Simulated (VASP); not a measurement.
Set up this calculation in VASP 6.6.1, as the native input.

```yaml
Task: single point
Functional: PBE
Potentials_or_basis: VASP PAW PBE potentials, release 64 (Mg, Ge_d)
Cutoff: 520 eV
k_mesh: 10 × 10 × 8
Occupations: gaussian, width 0.1 eV
Spin: no spin polarisation
Dipole_correction: no
Further_INCAR_settings: ALGO = Normal; EDIFF = 1e-06; NBANDS = 39
```

The structure of MgGe2 lies in POSCAR:

```
MgGe2
1.0
    5.9200724029     -1.9376119761     -0.1898691535
    5.9200724029      1.9376119761     -0.1898691535
   -3.6561963006      0.0000000000      5.6696139145
Mg Ge
2 4
Direct
    0.2499958157      0.2499958157      0.7499847659
    0.7500041843      0.7500041843      0.2500152341
    0.0605843256      0.0605843256     -0.1056405856
    0.9394156744      0.9394156744      1.1056405856
    0.4394259967      0.4394259967      0.6056573774
    0.5605740033      0.5605740033      0.3943426226
```

The input as run:

INCAR

```
SYSTEM = MgGe2
PREC     = Accurate       ! precision mode
ENCUT    = 520            ! plane-wave cutoff, eV
EDIFF    = 1E-6           ! SCF threshold, eV
ISMEAR   = 0              ! smearing method
SIGMA    = 0.1            ! smearing width, eV
LREAL    = .False.        ! projectors in reciprocal space
LASPH    = .True.         ! aspherical terms in the spheres
NELM     = 100            ! most SCF steps
ALGO     = Normal         ! electronic algorithm
ISIF     = 2              ! what is computed and relaxed
LWAVE    = .False.        ! write WAVECAR
LCHARG   = .True.         ! write CHGCAR
GGA      = PE             ! functional
LELF     = .True.         ! ELF
LVHAR    = .True.       
NBANDS   = 39             ! bands
```

KPOINTS

```
Automatic mesh
0
Gamma
  10 10 8
  0 0 0
```

Potentials or basis: VASP PAW PBE potentials, release 64 (Mg, Ge_d).

Command:

```console
$ cat potpaw_PBE.64/Mg/POTCAR potpaw_PBE.64/Ge_d/POTCAR > POTCAR
$ mpirun -np 1 vasp_std > vasp.out
```

It gave:

- Pressure: 0.1 GPa
- Largest force: 0.015 eV/Å
- Band gap on the k mesh: zero (bands 30 and 31 overlap by 2.13 eV)

Wall time 45 min on 1 thread of Intel Xeon 8259CL, on a shared host, peak memory 0.96 GiB.
